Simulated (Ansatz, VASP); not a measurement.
## GaN: VASP beside Ansatz

```xyz
4
Lattice="3.1831 0.0000 0.0000 -1.5916 2.7567 0.0000 0.0000 0.0000 5.1836" Properties=species:S:1:pos:R:3 pbc="T T T"
Ga    0.0000    1.8378   -0.0046
Ga    1.5916    0.9189    2.5872
N     0.0000    1.8378    1.9485
N     1.5916    0.9189    4.5403
```

Alike in both runs: task single point; functional PBE; k mesh 6 × 6 × 4; occupations tetrahedron; no spin polarisation.

```csv
,VASP,Ansatz
version,VASP 6.6.1,Ansatz 0.2.0
potentials or method,"VASP PAW PBE potentials, release 64 (Ga_d, N)",plane waves
plane-wave cutoff (eV),520,420
valence electrons in the cell,36,36
```

```tsv
	VASP	Ansatz	Ansatz less VASP
gap on the k mesh at the Fermi level (eV)	1.94	1.93	-0.008
pressure (GPa)	6.2	6.2	-0.04
```

Ansatz's warnings: band table not solved further, tetrahedron derivatives may miss energy slope.
